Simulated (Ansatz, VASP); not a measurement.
**One calculation of Si3P2, two programs**

File INCAR:

```
PREC = Accurate
ENCUT = 520
EDIFF = 1E-7
ISMEAR = 0
SIGMA = 0.1
LREAL = F
LASPH = T
NELM = 80
ALGO = Normal
ISIF = 2
LWAVE = F
LCHARG = F
GGA = PE
NBANDS = 19
```

Contents of KPOINTS:

```
regular mesh
0
Gamma
  6 6 4
```

File POSCAR:

```
Si3P2
1.0
    4.1730426216      0.0000000000      0.0000000000
   -2.0865213108      3.6139609214      0.0000000000
    0.0000000000      0.0000000000      5.0385641271
Si P
3 2
Direct
    0.0000000000      0.0000000000      0.0000000000
    0.3333333333      0.6666666667      0.6250000000
    0.6666666667      0.3333333333      0.3750000000
    0.3333333333      0.6666666667      0.1380000000
    0.6666666667      0.3333333333      0.8620000000
```

Input for Ansatz:

```yaml
crystal:
  lattice:
    - [4.1730426216, 0.0, 0.0]
    - [-2.0865213108, 3.6139609214, 0.0]
    - [0.0, 0.0, 5.0385641271]
  atoms:
    - { symbol: Si, position: [0.0, 0.0, 0.0] }
    - { symbol: Si, position: [0.3333333333, 0.6666666667, 0.625] }
    - { symbol: Si, position: [0.6666666667, 0.3333333333, 0.375] }
    - { symbol: P, position: [0.3333333333, 0.6666666667, 0.138] }
    - { symbol: P, position: [0.6666666667, 0.3333333333, 0.862] }
basis:
  ecutwfc: 420
kpoints:
  mp_grid: { grid: [6, 6, 4] }
hamiltonian:
  xc: pbe
scf:
  occupations: { method: gaussian, width: 0.1 }
  lower_state_search: "off"
output:
  forces: true
  stress: true
  eigenvalues: true
```

Alike in both runs: task single point; functional PBE; k mesh 6 × 6 × 4; occupations gaussian, width 0.1 eV; no spin polarisation.

|  | VASP | Ansatz |
| --- | --- | --- |
| version | VASP 6.6.1 | Ansatz 0.2.0 |
| potentials or method | VASP PAW PBE potentials, release 64 (Si, P), cutoff 520 eV | scalar-relativistic, plane waves, PAW |
| valence electrons in the cell | 22 | 22 |

```tsv
	VASP	Ansatz	Ansatz less VASP
gap on the k mesh at the Fermi level (eV)	none	none	-
pressure (GPa)	4.8	4.9	+0.10
traceless stress, the component that is largest in VASP (GPa)	1.77	1.79	+0.012
rms of the force components (eV/Å)	0.284	0.284	+0.0002
```

Atom by atom the forces differ by 0.001 eV/Å (rms over components). A gap of «none» marks a metal or a gap that the smearing closes.
